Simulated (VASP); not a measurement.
Crystal: CuAu.

```
CELL_PARAMETERS angstrom
2.80000 0.00000 0.00000
0.00000 2.80000 0.00000
0.00000 0.00000 3.67000
ATOMIC_POSITIONS crystal
Cu 0.50000 0.50000 0.50000
Au 0.00000 0.00000 0.00000
```

- Program: VASP 6.6.1
- Task: relaxation of cell and atoms
- Functional: LDA
- Potentials or basis: VASP PAW LDA potentials, release 64 (Cu, Au)
- Cutoff: 600 eV
- k mesh: 16 × 16 × 12
- Occupations: gaussian, width 0.1 eV
- Spin: no spin polarisation

At the start: pressure -6.7 GPa; volume 14.39 Å³/atom.

Q: How do energy, volume and symmetry change on relaxing?

A: Over 12 steps the energy falls by 13.2 meV/atom and the volume is 13.83 Å³/atom (-3.9 %); space group P4/mmm (No. 123, to 0.05 Å).

Step by step:
| step | energy change (eV) | largest force (eV/Å) | pressure (GPa) | volume (Å³) |
| --- | --- | --- | --- | --- |
| 1 | 0.0000 | 0.0000 | -6.65 | 28.77 |
| 2 | 0.0173 | 0.0000 | 10.52 | 26.36 |
| 3 | -0.0236 | 0.0000 | -0.15 | 27.69 |
| 4 | -0.0236 | 0.0000 | 0.07 | 27.66 |
| 5 | -0.0243 | 0.0000 | 0.23 | 27.66 |
| 6 | -0.0259 | 0.0000 | 0.06 | 27.65 |
| 7 | -0.0256 | 0.0000 | 0.22 | 27.61 |
| 8 | -0.0264 | 0.0000 | 0.21 | 27.63 |
| 9 | -0.0264 | 0.0000 | 0.13 | 27.64 |
| 10 | -0.0264 | 0.0000 | 0.14 | 27.64 |
| 11 | -0.0264 | 0.0000 | -0.40 | 27.72 |
| 12 | -0.0265 | 0.0000 | -0.02 | 27.66 |

Final structure:
```yaml
crystal:
  lattice:
    - [2.79517, 0.00000, 0.00000]
    - [0.00000, 2.79517, 0.00000]
    - [0.00000, 0.00000, 3.53972]
  atoms:
    - { symbol: Cu, position: [0.50000, 0.50000, 0.50000] }
    - { symbol: Au, position: [0.00000, 0.00000, 0.00000] }
```
